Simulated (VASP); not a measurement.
NaCl, 2 atoms in the cell. The structure is cubic, space group Fm-3m (No. 225). The conventional cell has a = 5.605 Å, b = 5.605 Å, c = 5.605 Å, α = 90.00°, β = 90.00°, γ = 90.00°. Na (site symmetry m-3m) has 6 Cl at 2.80 Å within 3.7 Å. Within 3.7 Å of Cl (site symmetry m-3m) lie 6 Na at 2.80 Å. 

```yaml
Program: VASP 6.6.1
Task: single point
Functional: PBE-based screened hybrid with 5 % exact exchange
Potentials_or_basis: VASP PAW PBE potentials, release 64 (Na_pv, Cl)
Cutoff: 520 eV
k_mesh: 4 × 4 × 4
Occupations: gaussian, width 0.01 eV
Spin: no spin polarisation
Dipole_correction: no
Grid_for_exact_exchange_PRECFOCK: Normal
Share_of_exact_exchange: 0.05
Further_INCAR_settings: ALGO = Normal; EDIFF = 1e-07; NBANDS = 14
Screening_parameter: 0.5 1/Å
```

Potentials or basis: VASP PAW PBE potentials, release 64 (Na_pv, Cl).

Launch:

```console
$ cat potpaw_PBE.64/Na_pv/POTCAR potpaw_PBE.64/Cl/POTCAR > POTCAR
$ cp INCAR.step1 INCAR
$ mpirun -np 1 vasp_std > vasp.out
$ cp INCAR.step2 INCAR
$ mpirun -np 1 vasp_std > vasp.out
```

Hardware: 1 thread of Oxide Virtual Turin-like Processor, on a shared host.

Task: How long does it take, and how much memory?

Result: Run time: 2.2 min on 1 thread of Oxide Virtual Turin-like Processor (shared host), peak memory 0.23 GiB. Counts: k points 8.
